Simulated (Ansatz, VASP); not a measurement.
Two plane-wave programs on Pt

```
Pt
1.0
    -1.56047    1.56047    1.46684
     1.56047   -1.56047    1.46684
     1.56047    1.56047   -1.46684
Pt
1
Direct
  0.00000 0.00000 0.00000
```

Change from the starting cell: strain -0.0600 x Voigt [0, 0, 1, 0, 0, 0], atoms carried along.

Alike in both runs: task single point; functional PBEsol; k mesh 26 × 26 × 26; occupations gaussian, width 0.15 eV; no spin polarisation.

|  | VASP | Ansatz |
| --- | --- | --- |
| version | VASP 6.6.1 | Ansatz 0.2.0 |
| potentials or method | VASP PAW PBE potentials, release 64 (Pt), cutoff 520 eV | scalar-relativistic, plane waves, PAW |
| valence electrons in the cell | 10 | 18 |

|  | VASP | Ansatz | Ansatz less VASP |
| --- | --- | --- | --- |
| gap on the k mesh at the Fermi level (eV) | none | none | - |
| pressure (GPa) | 19.9 | 20.1 | +0.25 |
| traceless stress, the component that is largest in VASP (GPa) | -4.98 | -4.97 | +0.006 |

VASP's potentials were made for PBE, not for PBEsol. A gap of «none» marks a metal or a gap that the smearing closes. With one functional, cell and mesh, what is left measures potentials, basis and numerics. VASP's potentials hold 10 valence electrons a cell and Ansatz's 18, so a difference there can come from the potentials and not from the codes.

Spin-orbit coupling is off throughout.
